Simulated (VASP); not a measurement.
A run of VASP 6.6.1 is set up as follows.

POSCAR

```
V
1.0
    0.0000000000      2.6527385423      2.6527385423
    2.6527385423      0.0000000000      2.6527385423
    2.6527385423      2.6527385423      0.0000000000
V
2
Direct
    0.1250000000      0.1250000000      0.1250000000
    0.8750000000      0.8750000000      0.8750000000
```

INCAR.step1

```
SYSTEM = V
  PREC = Accurate
  ENCUT = 520
  ISMEAR = -1
  SIGMA = 0.1
  LREAL = .FALSE.
  LASPH = .TRUE.
  NELM = 60
  NBANDS = 20
  GGA = PE
  ALGO = Normal
  EDIFF = 1E-4
  LWAVE = .TRUE.
  LCHARG = .FALSE.
```

The input INCAR.step2:

```
SYSTEM = V
  PREC = Accurate
  ENCUT = 520
  EDIFF = 1E-7
  ISMEAR = -1
  SIGMA = 0.1
  LREAL = .FALSE.
  LASPH = .TRUE.
  NELM = 60
  ALGO = Normal
  ISIF = 2
  LWAVE = .FALSE.
  LCHARG = .TRUE.
  METAGGA = R2SCAN
  LMIXTAU = .TRUE.
  LELF = .TRUE.
  LVHAR = .TRUE.
  NBANDS = 20
  ISTART = 1
```

The input KPOINTS:

```
regular mesh
0
G
  12 12 12
  0 0 0
```

Potentials or basis: VASP PAW PBE potentials, release 64 (V_sv).

Command:

```console
$ cat potpaw_PBE.64/V_sv/POTCAR > POTCAR
$ cp INCAR.step1 INCAR
$ mpirun -np 1 vasp_std > vasp.out
$ cp INCAR.step2 INCAR
$ mpirun -np 1 vasp_std > vasp.out
```

(1) Estimate the band gap on the k mesh.

(2) Predict the pressure.

Answers

(1) zero (bands 13 and 14 overlap by 1.06 eV).

(2) -1.5 GPa.

Caveat: the PAW data sets were made with another functional, which shifts forces and pressure a little.
